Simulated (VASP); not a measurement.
The system is MoN2.

```
Mo N
1.0
     4.34805    0.00000    0.00000
     0.00000    4.34805    0.00000
     0.00000    0.00000    2.76746
Mo N
2 4
Direct
  0.00000 0.00000 0.00000
  0.50000 0.50000 0.00000
  0.61165 0.88835 0.50000
  0.38835 0.11165 0.50000
  0.11165 0.61165 0.50000
  0.88835 0.38835 0.50000
```

- Program: VASP 6.6.1
- Task: relaxation of cell and atoms
- Functional: PBEsol
- Potentials or basis: VASP PAW PBE potentials, release 64 (Mo_sv, N)
- Cutoff: 600 eV
- k mesh: 6 × 6 × 10
- Occupations: fermi-dirac, width 0.05 eV
- Spin: no spin polarisation

At the start: pressure -13.8 GPa; volume 8.72 Å³/atom.

How do energy, volume and symmetry change on relaxing?

Over 7 steps the energy falls by 16.7 meV/atom and the volume is 8.36 Å³/atom (-4.1 %); space group P4/mbm (No. 127, to 0.1 Å) before and after.

Step by step:
```csv
step,energy change (eV),largest force (eV/Å),pressure (GPa),volume (Å³)
1,0.0000,0.1597,-13.83,52.32
2,0.2081,0.6192,31.23,46.83
3,-0.0956,0.3521,0.01,50.26
4,-0.0956,0.3554,0.32,50.22
5,-0.0901,0.4965,-0.15,50.09
6,-0.0999,0.0033,0.06,50.17
7,-0.0999,0.0018,-0.07,50.18
```

Final structure:
```
CELL_PARAMETERS angstrom
4.29113 0.00000 0.00000
0.00000 4.29113 0.00000
0.00000 0.00000 2.72540
ATOMIC_POSITIONS crystal
Mo 0.00000 0.00000 0.00000
Mo 0.50000 0.50000 0.00000
N 0.61309 0.88691 0.50000
N 0.38691 0.11309 0.50000
N 0.11309 0.61309 0.50000
N 0.88691 0.38691 0.50000
```

Caveat: the PAW data sets were made with another functional, which shifts forces and pressure a little.
